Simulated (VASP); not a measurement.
Al9O: single point with PBE

The system is Al9O, a slab with vacuum.

```
CELL_PARAMETERS angstrom
2.85354 0.00000 0.00000
-1.42677 9.70148 0.00000
0.00000 0.00000 20.29037
ATOMIC_POSITIONS crystal
Al 0.53244 0.06489 0.19714
Al 0.67096 0.34192 0.24621
Al 0.29866 0.59733 0.25603
Al 0.92637 0.85274 0.26584
Al 0.06395 0.12771 0.31543
Al 0.19958 0.40422 0.37078
Al 0.82880 0.65967 0.37850
Al 0.45262 0.91108 0.38742
Al 0.09473 0.18610 0.45524
O 0.59249 0.18141 0.50006
```

```
Program             : VASP 6.6.1
Task                : single point
Functional          : PBE
Potentials or basis : VASP PAW PBE potentials, release 64 (Al, O)
Cutoff              : 520 eV
k mesh              : 9 × 3 × 1
Occupations         : gaussian, width 0.1 eV
Spin                : no spin polarisation
```

The largest force is 0.475 eV/Å and the band gap on the k mesh is zero (an odd number of electrons rules out a gap without spin polarisation).

Forces on the atoms (eV/Å):
```
Al  -0.008  0.193 -0.031
Al   0.006  0.111  0.055
Al  -0.002 -0.119  0.025
Al  -0.006 -0.268 -0.128
Al  -0.003  0.155  0.449
Al  -0.006  0.279 -0.366
Al   0.004 -0.137  0.025
Al   0.011  0.008 -0.004
Al   0.012  0.021 -0.030
O   -0.008 -0.244  0.005
```

Levels at points of the mesh, in eV from the Fermi level:
| k point | band 13 | band 14 | band 15 | band 16 | band 17 | band 18 | band 19 | band 20 |
| --- | --- | --- | --- | --- | --- | --- | --- | --- |
| (0.00, 0.00, 0.00) | -2.87 | -1.90 | -1.78 | -0.97 | -0.81 | 0.00 | 1.97 | 2.08 |

Wall time 17 min on 1 thread of Intel Xeon 8259CL, on a shared host, peak memory 0.69 GiB.

Caveat: an odd number of electrons without spin polarisation forces a metal; a magnetic or distorted state may lie lower.
